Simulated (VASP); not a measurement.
A run of VASP 6.6.1 is set up as follows.

Contents of INCAR:

```
SYSTEM = LaTiO3
ALGO = Normal
EDIFF = 1E-6
ENCUT = 600
GGA = CA
GGA_COMPAT = .False.
ISIF = 2
ISMEAR = 0
ISPIN = 2
LASPH = .True.
LCHARG = .False.
LDAU = .True.
LDAUJ = 0 0 0
LDAUL = -1 2 -1
LDAUPRINT = 1
LDAUTYPE = 2
LDAUU = 0 5 0
LMAXMIX = 6
LORBIT = 11
LREAL = .False.
LWAVE = .False.
MAGMOM = 0 0 0 0 0
NBANDS = 32
NELM = 200
NUPDOWN = 0.0
PREC = Accurate
SIGMA = 0.05
```

KPOINTS

```
k-points
0
Gamma
  5 5 5
  0 0 0
```

Contents of POSCAR:

```
LaTiO3
1.0
    3.9200046000      0.0000000000      0.0000000000
    0.0000000000      3.9200046000      0.0000000000
    0.0000000000      0.0000000000      3.9200046000
La Ti O
1 1 3
Direct
    0.0000000000      0.0000000000      0.0000000000
    0.5000000000      0.5000000000      0.5000000000
    0.0000000000      0.5000000000      0.5000000000
    0.5000000000      0.5000000000      0.0000000000
    0.5000000000      0.0000000000      0.5000000000
```

Potentials or basis: VASP PAW LDA potentials, release 64 (La, Ti_sv, O).

Command:

```sh
$ cat potpaw_LDA.64/La/POTCAR potpaw_LDA.64/Ti_sv/POTCAR potpaw_LDA.64/O/POTCAR > POTCAR
$ mpirun -np 1 vasp_std > vasp.out
```

Predict the pressure.

-1.3 GPa.

Eigenvalues of the final occupation matrices:
```
    site  spin  trace               eigenvalues
site 2 d     1   0.91  0.16 0.16 0.16 0.21 0.21
site 2 d     2   0.91  0.16 0.16 0.16 0.21 0.21
```

Caveat: spin-orbit coupling is left out, which moves the levels of the heavy elements; the total moment is fixed, so each spin has its own Fermi level.
